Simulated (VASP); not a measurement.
Here is a VASP 6.6.1 calculation.

INCAR

```
PREC = Accurate
ENCUT = 400
EDIFF = 1E-8
ISMEAR = 0
SIGMA = 0.01
LREAL = False
LASPH = True
NELM = 120
ALGO = Normal
ISIF = 2
LWAVE = False
LCHARG = False
GGA = PE
LEPSILON = True
GGA_COMPAT = False
```

KPOINTS

```
Automatic mesh
0
Gamma
  6 6 2
```

File POSCAR:

```
CdSe
1.0
    4.3392846135      0.0000000000      0.0000000000
   -2.1696423067      3.7579307095      0.0000000000
    0.0000000000      0.0000000000     14.1586988435
Cd Se
4 4
Direct
    0.0000000000      0.0000000000     -0.0002015644
    0.3333333333      0.6666666667      0.2499621344
    0.0000000000      0.0000000000      0.4997984356
    0.6666666667      0.3333333333      0.7499621344
    0.0000000000      0.0000000000      0.1874999890
    0.3333333333      0.6666666667      0.4377394409
    0.0000000000      0.0000000000      0.6874999890
    0.6666666667      0.3333333333      0.9377394409
```

Potentials or basis: VASP PAW PBE potentials, release 64 (Cd, Se).

Command:

```console
$ cat potpaw_PBE.64/Cd/POTCAR potpaw_PBE.64/Se/POTCAR > POTCAR
$ mpirun -np 1 vasp_std > vasp.out
```

Problem. Predict the electronic dielectric tensor (diagonal).

Solution. 15.21, 15.21, 14.40.

Problem. Predict the Born charges (mean of the diagonal).

Solution. Cd +2.45; Se -2.45 e.

Problem. What does it give for the band gap on the k mesh?

Solution. 0.58 eV.

Born effective charge tensors (e):
atom 1, Cd
```
2.43 0.00 0.00
0.00 2.43 0.00
0.00 0.00 2.49
```
atom 2, Cd
```
2.46 0.00 0.00
0.00 2.46 0.00
0.00 0.00 2.42
```
atom 3, Cd
```
2.43 0.00 0.00
0.00 2.43 0.00
0.00 0.00 2.49
```
atom 4, Cd
```
2.46 0.00 0.00
0.00 2.46 0.00
0.00 0.00 2.42
```
atom 5, Se
```
-2.44  0.00  0.00
 0.00 -2.44  0.00
 0.00  0.00 -2.47
```
atom 6, Se
```
-2.45  0.00  0.00
 0.00 -2.45  0.00
 0.00  0.00 -2.44
```
atom 7, Se
```
-2.44  0.00  0.00
 0.00 -2.44  0.00
 0.00  0.00 -2.47
```
atom 8, Se
```
-2.45  0.00  0.00
 0.00 -2.45  0.00
 0.00  0.00 -2.44
```

Caveat: the gap is small at this level, which inflates the dielectric constant; semilocal functionals underestimate gaps, and a narrow one can read as zero.
